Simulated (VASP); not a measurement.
Input of a VASP 6.6.1 run:

File INCAR:

```
PREC     = Accurate       # precision mode
ENCUT    = 520            # plane-wave cutoff, eV
EDIFF    = 1E-6           # SCF threshold, eV
ISMEAR   = 0              # smearing method
SIGMA    = 0.005          # smearing width, eV
LREAL    = F              # projectors in reciprocal space
LASPH    = T              # aspherical terms in the spheres
NELM     = 80             # most SCF steps
ALGO     = Normal         # electronic algorithm
ISIF     = 2              # what is computed and relaxed
LWAVE    = F              # write WAVECAR
LCHARG   = F              # write CHGCAR
GGA      = PS             # functional
NBANDS   = 16             # bands
```

The input KPOINTS:

```
regular mesh
0
Gamma
  6 6 4
```

The input POSCAR:

```
Te
1.0
    4.4540000000      0.0000000000      0.0000000000
   -2.2270000000      3.8572771485      0.0000000000
    0.0000000000      0.0000000000      5.9240000000
Te
3
Direct
    0.7310000000      0.7310000000      0.0000000000
    0.0000000000      0.2690000000      0.6666666667
    0.2690000000      0.0000000000      0.3333333333
```

Potentials or basis: VASP PAW PBE potentials, release 64 (Te).

Run with:

```console
$ cat potpaw_PBE.64/Te/POTCAR > POTCAR
$ mpirun -np 1 vasp_std > vasp.out
```

Problem. Predict the band gap on the k mesh.

Solution. 0.13 eV.

Problem. Predict the pressure.

Solution. -0.9 GPa.

Stress tensor (GPa, compression positive):
```
-0.93  0.00  0.00
 0.00 -0.93  0.00
 0.00  0.00 -0.69
```

Caveat: semilocal functionals underestimate gaps, and a narrow one can read as zero; the PAW data sets were made with another functional, which shifts forces and pressure a little; spin-orbit coupling is left out, which moves the levels of the heavy elements. A k mesh can miss the band edges.
